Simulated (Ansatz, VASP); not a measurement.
BiC3N3 in VASP and in Ansatz

File INCAR:

```
SYSTEM = BiC3N3
ALGO = Normal
EDIFF = 1E-6
ENCUT = 520
GGA = PE
ISIF = 2
ISMEAR = 0
LASPH = .TRUE.
LCHARG = .FALSE.
LREAL = .FALSE.
LWAVE = .FALSE.
NBANDS = 30
NELM = 100
PREC = Accurate
SIGMA = 0.01
```

KPOINTS

```
k-points
0
G
  1 1 1
  0 0 0
```

POSCAR

```
BiC3N3
1.0
   13.3500000000      0.0000000000      0.0000000000
    0.0000000000     14.0200000000      0.0000000000
    0.0000000000      0.0000000000     10.7600000000
Bi C N
1 3 3
Direct
    0.4457168500      0.5001426500      0.5822035300
    0.5851722800      0.5001426500      0.4674414500
    0.3759887600      0.6151440800      0.4674414500
    0.3759880100      0.3851419400      0.4674414500
    0.6629910100      0.5001426500      0.4182156100
    0.3370794000      0.6793159800      0.4182156100
    0.3370786500      0.3209700400      0.4182156100
```

Input for Ansatz:

```yaml
crystal:
  lattice:
    - [13.35, 0.0, 0.0]
    - [0.0, 14.02, 0.0]
    - [0.0, 0.0, 10.76]
  atoms:
    - { symbol: Bi, position: [0.44571685, 0.50014265, 0.58220353] }
    - { symbol: C, position: [0.58517228, 0.50014265, 0.46744145] }
    - { symbol: "N", position: [0.66299101, 0.50014265, 0.41821561] }
    - { symbol: C, position: [0.37598876, 0.61514408, 0.46744145] }
    - { symbol: "N", position: [0.3370794, 0.67931598, 0.41821561] }
    - { symbol: C, position: [0.37598801, 0.38514194, 0.46744145] }
    - { symbol: "N", position: [0.33707865, 0.32097004, 0.41821561] }
basis:
  ecutwfc: 420
  ecutrho_ratio: 4
kpoints:
  mp_grid: { grid: [1, 1, 1] }
hamiltonian:
  xc: pbe
scf:
  occupations: { method: gaussian, width: 0.01 }
output:
  forces: true
  eigenvalues: true
  populations: true
```

Alike in both runs: task single point; functional PBE; k mesh 1 × 1 × 1; occupations gaussian, width 0.01 eV; no spin polarisation.

```csv
,VASP,Ansatz
version,VASP 6.6.1,Ansatz 0.2.0
potentials or method,"VASP PAW PBE potentials, release 64 (Bi_d, C, N), cutoff 520 eV","scalar-relativistic, plane waves, PAW"
valence electrons in the cell,42,42
```

|  | VASP | Ansatz | Ansatz less VASP |
| --- | --- | --- | --- |
| gap on the k mesh at the Fermi level (eV) | 4.96 | 4.97 | +0.010 |
| rms of the force components (eV/Å) | 0.204 | 0.030 | -0.1734 |

One of these differences is far larger than is usual between the two programs; its cause wasn't traced. With one functional, cell and mesh, what is left measures potentials, basis and numerics. Ansatz's warnings: structure snapped to symmetry.

Neither program's run includes spin-orbit coupling. Noted on VASP's run: the standard files for N, O and F lose accuracy on very short bonds.
